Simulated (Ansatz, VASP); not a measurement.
**One calculation of GaN, two programs**

```
Ga N
1.0
     3.19000    0.00000    0.00000
    -1.59500    2.76262    0.00000
     0.00000    0.00000    5.18900
Ga N
2 2
Direct
  0.33333 0.66667 0.00000
  0.66667 0.33333 0.50000
  0.33333 0.66667 0.37680
  0.66667 0.33333 0.87680
```

Alike in both runs: task relaxation of cell and atoms; functional PBE; k mesh 8 × 8 × 5; no spin polarisation.

|  | VASP | Ansatz |
| --- | --- | --- |
| version | VASP 6.6.1 | Ansatz 0.2.0 |
| potentials or method | VASP PAW PBE potentials, release 64 (Ga_d, N), cutoff 600 eV | scalar-relativistic, plane waves, PAW |
| occupations | gaussian, width 0.01 eV | fixed |
| valence electrons in the cell | 36 | 36 |

```tsv
	VASP	Ansatz	Ansatz less VASP
gap on the k mesh at the Fermi level, each at its own relaxed structure (eV)	1.72	1.71	-0.003
relaxed volume (Å³/atom)	11.76	11.76	-0.002
relaxed cell length with the largest relative difference (Å)	3.218	3.218	-0.0003
```
